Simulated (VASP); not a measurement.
# CdS (I4/mmm) in VASP: settings compared, part 2 of 2

VASP 6.6.1. Earlier steps stand in the parts before.

## Step 3: Single point, r2SCAN (epitaxial xy strain -1.1%)

File POSCAR:

```
CdS
1.0
    0.0000000000      2.6959639682      2.7522363754
    2.6959639682      0.0000000000      2.7522363754
    2.6959639682      2.6959639682      0.0000000000
Cd S
1 1
Direct
    0.0000000000      0.0000000000      0.0000000000
    0.5000000000      0.5000000000      0.5000000000
```

File INCAR.step1:

```
PREC = Accurate
ENCUT = 520
ISMEAR = 0
SIGMA = 0.01
LREAL = False
LASPH = True
NELM = 60
NBANDS = 16
GGA = PE
ALGO = Normal
EDIFF = 1E-4
LWAVE = True
LCHARG = False
```

File INCAR.step2:

```
PREC = Accurate
ENCUT = 520
EDIFF = 1E-7
ISMEAR = 0
SIGMA = 0.01
LREAL = False
LASPH = True
NELM = 60
ALGO = Normal
ISIF = 2
LWAVE = False
LCHARG = False
METAGGA = R2SCAN
LMIXTAU = True
NBANDS = 16
ISTART = 1
```

File KPOINTS:

```
regular mesh
0
Gamma
  8 8 8
```

Potentials or basis: VASP PAW PBE potentials, release 64 (Cd, S).

Run with:

```sh
$ cat potpaw_PBE.64/Cd/POTCAR potpaw_PBE.64/S/POTCAR > POTCAR
$ cp INCAR.step1 INCAR
$ mpirun -np 1 vasp_std > vasp.out
$ cp INCAR.step2 INCAR
$ mpirun -np 1 vasp_std > vasp.out
```

OUTCAR:

```text
PREC = Accurate
   ENCUT = 520
   EDIFF = 1E-7
   ISMEAR = 0
   LREAL = False
   LASPH = True
   NELM = 60
   ISIF = 2
   METAGGA = R2SCAN
   ISTART = 1

 ion  position               nearest neighbor table
   1  0.000  0.000  0.000-   2 2.70   2 2.70   2 2.70   2 2.70   2 2.75   2 2.75
   2  0.500  0.500  0.500-   1 2.70   1 2.70   1 2.70   1 2.70   1 2.75   1 2.75

  LATTYP: Found a body centered tetragonal cell.
 ALAT       =     3.8126688075
 C/A-ratio  =     1.4437322067

  Lattice vectors:

 A1 = (  -2.6959639682,   0.0000000000,   2.7522363754)
 A2 = (   2.6959639682,   0.0000000000,   2.7522363754)
 A3 = (   0.0000000000,   2.6959639682,  -2.7522363754)

Analysis of symmetry for initial positions (statically):
=====================================================================
 Subroutine PRICEL returns:
 Original cell was already a primitive cell.

 Routine SETGRP: Setting up the symmetry group for a
 body centered tetragonal supercell.

 Subroutine GETGRP returns: Found 16 space group operations
 (whereof 16 operations were pure point group operations)
 out of a pool of 16 trial point group operations.

The static configuration has the point symmetry D_4h.

Analysis of symmetry for dynamics (positions and initial velocities):
=====================================================================
 Subroutine PRICEL returns:
 Original cell was already a primitive cell.

 Routine SETGRP: Setting up the symmetry group for a
 body centered tetragonal supercell.

 Subroutine GETGRP returns: Found 16 space group operations
 (whereof 16 operations were pure point group operations)
 out of a pool of 16 trial point group operations.

The dynamic configuration has the point symmetry D_4h.

 Subroutine INISYM returns: Found 16 space group operations
 (whereof 16 operations are pure point group operations),
 and found     1 'primitive' translations

----------------------------------------------------------------------------------------

                                     Primitive cell

  volume of cell :      40.0077

  direct lattice vectors                    reciprocal lattice vectors
     0.000000000  2.695963968  2.752236375    -0.185462419  0.185462419  0.181670442
     2.695963968  0.000000000  2.752236375     0.185462419 -0.185462419  0.181670442
     2.695963968  2.695963968  0.000000000     0.185462419  0.185462419 -0.181670442

  length of vectors
     3.852664894  3.852664894  3.812668807     0.319056057  0.319056057  0.319056057

  position of ions in fractional coordinates (direct lattice)
     0.000000000  0.000000000  0.000000000
     0.500000000  0.500000000  0.500000000

  ion indices of the primitive-cell ions
   primitive index   ion index
                 1           1
                 2           2

----------------------------------------------------------------------------------------

 KPOINTS: regular mesh

Automatic generation of k-mesh.
 Grid dimensions read from file:
 generate k-points for:    8    8    8

 Generating k-lattice:

  Cartesian coordinates                     Fractional coordinates (reciprocal lattice)
    -0.023182802  0.023182802  0.022708805     0.125000000 -0.000000000  0.000000000
     0.023182802 -0.023182802  0.022708805    -0.000000000  0.125000000  0.000000000
     0.023182802  0.023182802 -0.022708805     0.000000000  0.000000000  0.125000000

  Length of vectors
     0.039882007  0.039882007  0.039882007

  Shift w.r.t. Gamma in fractional coordinates (k-lattice)
     0.000000000  0.000000000  0.000000000

 Subroutine IBZKPT returns following result:
 ===========================================

 Found     59 irreducible k-points:

 Following reciprocal coordinates:
            Coordinates               Weight
  0.000000  0.000000  0.000000      1.000000
  0.125000 -0.000000  0.000000      8.000000
  0.250000 -0.000000  0.000000      8.000000
  0.375000  0.000000  0.000000      8.000000
  0.500000 -0.000000  0.000000      4.000000
  0.125000  0.125000  0.000000      2.000000
[... 16 lines left out ...]
  0.250000 -0.000000  0.125000     16.000000
  0.375000  0.000000  0.125000     16.000000
 [... further k-points ...]
   k-points           NKPTS =     59   k-points in BZ     NKDIM =     59   number of bands    NBANDS=     16
   number of dos      NEDOS =    301   number of ions     NIONS =      2
   total plane-waves  NPLWV =  25200
   dimension x,y,z NGX =    30 NGY =   30 NGZ =   28
   dimension x,y,z NGXF=    60 NGYF=   60 NGZF=   56
   ions per type =               1   1
   NGX,Y,Z   is equivalent  to a cutoff of  12.95, 12.95, 12.21 a.u.
   NGXF,Y,Z  is equivalent  to a cutoff of  25.89, 25.89, 24.42 a.u.
 SYSTEM =  unknown system
   PREC   = accura    normal or accurate (medium, high low for compatibility)
   ISTART =      1    job   : 0-new  1-cont  2-samecut
   ICHARG =      0    charge: 1-file 2-atom 10-const
   ISPIN  =      1    spin polarized calculation?
   LNONCOLLINEAR =      F non collinear calculations
   LSORBIT =      F    spin-orbit coupling
   LASPH  =      T    aspherical Exc in radial PAW
   ENCUT  =  520.0 eV  38.22 Ry    6.18 a.u.   7.16  7.16  7.09*2*pi/ulx,y,z
   NELM   =     60;   NELMIN=  2; NELMDL=  0     # of ELM steps
   EDIFF  = 0.1E-06   stopping-criterion for ELM
   LREAL  =      F    real-space projection
   EDIFFG = 0.1E-05   stopping-criterion for IOM
   NSW    =      0    number of steps for IOM
   IBRION =     -1    ionic relax: 0-MD 1-quasi-New 2-CG
   NFREE  =      0    steps in history (QN), initial steepest desc. (CG)
   ISIF   =      2    stress and relaxation
   ISYM   =      2    0-nonsym 1-usesym 2-fastsym
   POTIM  = 0.5000    time-step for ionic-motion
   TEBEG  =    0.0;   TEEND  =   0.0 temperature during run
   PSTRESS=    0.0 pullay stress
   NELECT =      18.0000    total number of electrons
   NUPDOWN=      -1.0000    fix difference up-down
   EMIN   =  10.00;   EMAX   =-10.00  energy-range for DOS
   EFERMI =   0.00;   METHOD = LEGACY
   ISMEAR =     0;   SIGMA  =   0.01  broadening in eV -4-tet -1-fermi 0-gaus
   EFERMI_NEDOS =   21; number of points for ismear=-14 and -15
   IALGO  =     38    algorithm
   IMIX   =      4    mixing-type and parameters
     AMIX     =   0.40;   BMIX     =  1.00
     AMIX_MAG =   1.60;   BMIX_MAG =  1.00
  volume/ion in A,a.u.               =      20.00       134.99
  Fermi-wavevector in a.u.,A,eV,Ry     =   1.254443  2.370554 21.410509  1.573628
  Thomas-Fermi vector in A             =   2.388248
   LORBIT       =      0    0 simple, 1 ext, 2 COOP (PROOUT), +10 PAW based schemes
   METAGGA = R2SCAN    functional components
   LHFCALC =     F    Hartree Fock is set to
   AEXX    =    0.0000 exact exchange contribution
   IVDW    =     0    specifies the selected vdW correction
   LEPSILON=     F    determine dielectric tensor
   LRPA    =     F    only Hartree local field effects (RPA)
 non-spin polarized calculation
 Gauss-broadening in eV      SIGMA  =   0.01
  energy-cutoff  :      520.00
  volume of cell :       40.01
 maximum number of plane-waves:      1090
 NGX is ok and might be reduce to    30
   NGX = 15   NGY = 15   NGZ = 15

 number of electron      18.0000003 magnetization

 Free energy of the ion-electron system (eV)
  ---------------------------------------------------
  ext. energy  EPLUGINS =         0.00000000
  ---------------------------------------------------
  free energy    TOTEN  =       -29.51743144 eV

  energy without entropy =      -29.51743144  energy(sigma->0) =      -29.51743144

 E-fermi :   3.0235     XC(G=0): -11.0760

 val. band max:        2.9473009912   @ k =   0.5000  -0.0000   0.0000
 cond. band min:       3.5875449185   @ k =   0.5000   0.0000   0.5000
 fundamental gap:      0.6402439273
 Fermi energy:         3.0235456373

 k-point     1 :       0.0000    0.0000    0.0000
  band No.  band energies     occupation
      1     -10.5566      2.00000
      2      -5.0182      2.00000
      3      -5.0034      2.00000
      4      -4.9992      2.00000
      5      -4.9912      2.00000
      6      -4.9912      2.00000
[... 8 lines left out ...]
     15      14.9790      0.00000
     16      15.5848      0.00000
[... 419 lines left out ...]
 k-point    24 :       0.3750    0.0000    0.1250
  band No.  band energies     occupation
      1      -9.6810      2.00000
      2      -5.2788      2.00000
      3      -5.1787      2.00000
      4      -5.1112      2.00000
      5      -4.8531      2.00000
      6      -4.8054      2.00000
[... 8 lines left out ...]
     15      16.3331      0.00000
     16      16.4617      0.00000

 [... further k-points ...]

------------------------ aborting loop because EDIFF is reached ----------------------------------------

  FORCE on cell =-STRESS in cart. coord.  units (eV):
  Direction    XX          YY          ZZ          XY          YZ          ZX
  --------------------------------------------------------------------------------------
  -------------------------------------------------------------------------------------
  Total        0.5860408      0.5860408      0.1140135      0.0000000      0.0000000      0.0000000
  in kB       23.4689991     23.4689991      4.5658636      0.0000000      0.0000000      0.0000000
  external PRESSURE =      17.1679539 kB  Pullay stress =       0.0000000 kB

 VOLUME and BASIS-vectors are now :
 -----------------------------------------------------------------------------
  energy-cutoff  :      520.00
  volume of cell :       40.01
      direct lattice vectors                 reciprocal lattice vectors
     0.000000000  2.695963968  2.752236375    -0.185462419  0.185462419  0.181670442
     2.695963968  0.000000000  2.752236375     0.185462419 -0.185462419  0.181670442
     2.695963968  2.695963968  0.000000000     0.185462419  0.185462419 -0.181670442

 POSITION                                       TOTAL-FORCE (eV/Angst)
 -----------------------------------------------------------------------------------
      0.00000      0.00000      0.00000         0.000000     -0.000000      0.000000
      2.69596      2.69596      2.75224        -0.000000      0.000000      0.000000
 -----------------------------------------------------------------------------------
    total drift:                               -0.000000      0.000000      0.000000

  FREE ENERGIE OF THE ION-ELECTRON SYSTEM (eV)
  ---------------------------------------------------
  free  energy   TOTEN  =       -29.5174314408 eV

  energy  without entropy=      -29.5174314408  energy(sigma->0) =      -29.51743144
```

OSZICAR.step1:

```text
N       E                     dE             d eps       ncg     rms          rms(c)
DAV:   1     0.110109957236E+03    0.11011E+03   -0.93054E+03  1912   0.106E+03
DAV:   2    -0.257808357893E+01   -0.11269E+03   -0.10537E+03  2344   0.261E+02
DAV:   3    -0.640982948279E+01   -0.38317E+01   -0.38255E+01  2320   0.503E+01
DAV:   4    -0.642738420345E+01   -0.17555E-01   -0.17554E-01  2400   0.339E+00
DAV:   5    -0.642754451353E+01   -0.16031E-03   -0.16031E-03  2336   0.313E-01    0.791E+00
DAV:   6    -0.588309569763E+01    0.54445E+00   -0.84307E-01  2512   0.117E+01    0.657E+00
DAV:   7    -0.585716733015E+01    0.25928E-01   -0.17366E-01  2360   0.299E+00    0.336E+00
DAV:   8    -0.585645483030E+01    0.71250E-03   -0.18764E-02  2192   0.171E+00    0.322E-01
DAV:   9    -0.585625744482E+01    0.19739E-03   -0.16135E-03  2392   0.587E-01    0.651E-02
DAV:  10    -0.585629795358E+01   -0.40509E-04   -0.18149E-04  1912   0.144E-01
   1 F= -.58562980E+01 E0= -.58562980E+01  d E =-.813492E-12
```

It took 3.8 min on 1 thread of Intel Xeon 8259CL, shared host; peak memory 0.19 GiB.

Results:

```yaml
Free_energy: -29.5174 eV
Pressure: 1.7 GPa
Band_gap_on_the_k_mesh: 0.64 eV (least direct gap 2.38 eV)
```

Stress tensor (GPa, compression positive):
```
2.35 0.00 0.00
0.00 2.35 0.00
0.00 0.00 0.46
```

Levels at points of the mesh, in eV from the valence-band top:
```
           k point  band 7  band 8  band 9  band 10  band 11  band 12
(0.00, 0.00, 0.00)   -0.90   -0.90   -0.78     1.60     9.61     9.71
(0.50, 0.00, 0.00)   -5.05   -0.12    0.00     3.98     6.30     6.50
(0.50, 0.50, 0.00)   -4.50   -2.27   -2.27     0.75     6.42    10.69
(0.50, 0.00, 0.50)   -4.51   -2.44   -2.24     0.64     6.30    10.88
```

Caveat: the cell differs from its parent crystal (epitaxial xy strain -1.1%); the PAW data sets were made with another functional, which shifts forces and pressure a little. A k mesh can miss the band edges.

## Step 4: Single point, r2SCAN (uniaxial z strain -0.3%)

File POSCAR:

```
CdS
1.0
    0.0000000000      2.7267765431      2.7183235359
    2.7267765431      0.0000000000      2.7183235359
    2.7267765431      2.7267765431      0.0000000000
Cd S
1 1
Direct
    0.0000000000      0.0000000000      0.0000000000
    0.5000000000      0.5000000000      0.5000000000
```

File INCAR.step1:

```
SYSTEM = CdS
PREC     = Accurate       ! precision mode
ENCUT    = 520            ! plane-wave cutoff, eV
ISMEAR   = 0              ! smearing method
SIGMA    = 0.01           ! smearing width, eV
LREAL    = .False.        ! projectors in reciprocal space
LASPH    = .True.         ! aspherical terms in the spheres
NELM     = 100            ! most SCF steps
NBANDS   = 16             ! bands
GGA      = PE             ! functional
ALGO     = Normal         ! electronic algorithm
EDIFF    = 1E-4           ! SCF threshold, eV
LWAVE    = .True.         ! write WAVECAR
LCHARG   = .False.        ! write CHGCAR
```

File INCAR.step2:

```
SYSTEM = CdS
PREC     = Accurate       ! precision mode
ENCUT    = 520            ! plane-wave cutoff, eV
EDIFF    = 1E-6           ! SCF threshold, eV
ISMEAR   = 0              ! smearing method
SIGMA    = 0.01           ! smearing width, eV
LREAL    = .False.        ! projectors in reciprocal space
LASPH    = .True.         ! aspherical terms in the spheres
NELM     = 100            ! most SCF steps
ALGO     = Normal         ! electronic algorithm
ISIF     = 2              ! what is computed and relaxed
LWAVE    = .False.        ! write WAVECAR
LCHARG   = .False.        ! write CHGCAR
METAGGA  = R2SCAN         ! meta-GGA
LMIXTAU  = .True.       
NBANDS   = 16             ! bands
ISTART   = 1
```

File KPOINTS:

```
regular mesh
0
Gamma
  8 8 8
  0 0 0
```

Run with:

```sh
$ cat potpaw_PBE.64/Cd/POTCAR potpaw_PBE.64/S/POTCAR > POTCAR
$ cp INCAR.step1 INCAR
$ mpirun -np 1 vasp_std > vasp.out
$ cp INCAR.step2 INCAR
$ mpirun -np 1 vasp_std > vasp.out
```

It took 3.5 min on 1 thread of Intel Xeon 8259CL, shared host; peak memory 0.19 GiB.

The run converged. Its results:

- Free energy: -29.5238 eV
- Pressure: 0.7 GPa
- Band gap on the k mesh: 0.72 eV (least direct gap 2.37 eV)

Stress tensor (GPa, compression positive):
```
0.65 0.00 0.00
0.00 0.65 0.00
0.00 0.00 0.92
```

Levels at points of the mesh, in eV from the valence-band top:
| k point | band 5 | band 6 | band 7 | band 8 | band 9 | band 10 | band 11 | band 12 | band 13 | band 14 |
| --- | --- | --- | --- | --- | --- | --- | --- | --- | --- | --- |
| (0.00, 0.00, 0.00) | -7.87 | -7.87 | -0.79 | -0.78 | -0.78 | 1.59 | 9.72 | 9.72 | 9.73 | 11.97 |
| (0.50, 0.00, 0.00) | -7.66 | -7.66 | -4.94 | -0.02 | 0.00 | 4.05 | 6.43 | 6.47 | 7.62 | 13.07 |
| (0.50, 0.50, 0.00) | -7.60 | -6.85 | -4.38 | -2.23 | -2.23 | 0.72 | 6.39 | 10.82 | 12.29 | 12.29 |
| (0.50, 0.00, 0.50) | -7.60 | -6.86 | -4.38 | -2.23 | -2.20 | 0.73 | 6.41 | 10.79 | 12.27 | 12.35 |

Caveat: the cell differs from its parent crystal (uniaxial z strain -0.3%); the PAW data sets were made with another functional, which shifts forces and pressure a little. A k mesh can miss the band edges.

## Step 5: Summary

| level | cell | smearing | gap on the mesh (eV) | pressure (GPa) |
| --- | --- | --- | --- | --- |
| PBE | a = 3.856, b = 3.921, c = 3.921 Å, angles 58.9, 60.5, 60.5°, 2 atoms | fermi-dirac 0.02 eV | 0.13 | -0.2 |
| r2SCAN | a = 3.853, b = 3.853, c = 3.813 Å, angles 60.3, 60.3, 59.3°, 2 atoms | gaussian 0.01 eV | 0.64 | 1.7 |
| r2SCAN | a = 3.850, b = 3.850, c = 3.856 Å, angles 59.9, 59.9, 60.1°, 2 atoms | gaussian 0.01 eV | 0.72 | 0.7 |

Alike in all rows: task single point; potentials or basis VASP PAW PBE potentials, release 64 (Cd, S); no spin polarisation; k mesh 8 × 8 × 8; cutoff (eV) 520.

Caveats: the PAW data sets were made with another functional, which shifts forces and pressure a little (at least some runs).

Total energies depend on the potentials used, so only differences within one code and one set of settings carry meaning.
